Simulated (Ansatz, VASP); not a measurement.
# One calculation of WSe2, two programs

```
W Se
1.0
     3.29967    0.00000    0.00000
    -1.64983    2.85760    0.00000
     0.00000    0.00000   13.14853
W Se
2 4
Direct
  0.66667 0.33333 0.75000
  0.33333 0.66667 0.25000
  0.33333 0.66667 0.87666
  0.66667 0.33333 0.37666
  0.33333 0.66667 0.62334
  0.66667 0.33333 0.12334
```

Alike in both runs: task single point; functional PBE; k mesh 12 × 12 × 2; no spin polarisation.

|  | VASP | Ansatz |
| --- | --- | --- |
| version | VASP 6.6.1 | Ansatz 0.2.0 |
| potentials or method | VASP PAW PBE potentials, release 64 (W_sv, Se) | plane waves, PAW |
| plane-wave cutoff (eV) | 520 | 420 |
| occupations | gaussian, width 0.01 eV | fixed |
| valence electrons in the cell | 52 | 92 |

Ansatz gave:

| Property | Result |
| --- | --- |
| gap on the k mesh at the Fermi level (eV) | 1.04 |
| pressure (GPa) | 3.4 |
| traceless stress, the component that is largest in VASP (GPa) | 1.08 |
| rms of the force components (eV/Å) | 0.131 |

Q: Which values does VASP return?

A: gap on the k mesh at the Fermi level (eV): 1.04; pressure (GPa): 3.7; traceless stress, the component that is largest in VASP (GPa): 1.16; rms of the force components (eV/Å): 0.153.

Atom by atom the forces differ by 0.023 eV/Å (rms over components). VASP's potentials hold 52 valence electrons a cell and Ansatz's 92, so a difference there can come from the potentials and not from the codes.

Spin-orbit coupling is off throughout.
